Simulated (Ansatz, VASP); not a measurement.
Ta in VASP and in Ansatz

INCAR

```
PREC = Accurate
ENCUT = 520
EDIFF = 1E-7
ISMEAR = -1
SIGMA = 0.05
LREAL = F
LASPH = T
NELM = 100
ALGO = Normal
ISIF = 2
LWAVE = F
LCHARG = F
GGA = CA
NBANDS = 12
```

File KPOINTS:

```
Automatic mesh
0
Gamma
  16 16 16
```

POSCAR

```
Ta
1.0
   -1.5407509346      1.5407509346      1.5407509346
    1.5407509346     -1.5407509346      1.5407509346
    1.5407509346      1.5407509346     -1.5407509346
Ta
1
Direct
    0.0000000000      0.0000000000      0.0000000000
```

Input for Ansatz:

```yaml
crystal:
  lattice:
    - [-1.5407509346, 1.5407509346, 1.5407509346]
    - [1.5407509346, -1.5407509346, 1.5407509346]
    - [1.5407509346, 1.5407509346, -1.5407509346]
  atoms:
    - { symbol: Ta, position: [0.0, 0.0, 0.0] }
kpoints:
  mp_grid: { grid: [16, 16, 16] }
scf:
  occupations: { method: fermi_dirac, width: 0.05 }
hamiltonian:
  xc: lda
  pseudopotentials: { kind: paw }
output:
  forces: true
  stress: true
  eigenvalues: true
  populations: true
  write_density: true
  write_potential: true
  elf: true
  volumetric_format: npy
```

Change from the starting cell: volume scaled by 0.85, PAW files.

Alike in both runs: task single point; functional LDA; k mesh 16 × 16 × 16; occupations fermi-dirac, width 0.05 eV; no spin polarisation.

|  | VASP | Ansatz |
| --- | --- | --- |
| version | VASP 6.6.1 | Ansatz 0.2.0 |
| potentials or method | VASP PAW LDA potentials, release 64 (Ta_pv) | PAW with Ansatz's default frozen-core files, scalar-relativistic |
| plane-wave cutoff (eV) | 520 | 420 |
| valence electrons in the cell | 11 | 13 |

```csv
,VASP,Ansatz,Ansatz less VASP
pressure (GPa),49.1,47.3,-1.79
```

LDA's correlation is that of Perdew and Zunger in VASP and of Perdew and Wang (1992) in Ansatz. Both programs put the cell under a high pressure, so it lies far from rest at this level. VASP's potentials hold 11 valence electrons a cell and Ansatz's 13, so a difference there can come from the potentials and not from the codes.

Spin-orbit coupling is off throughout.
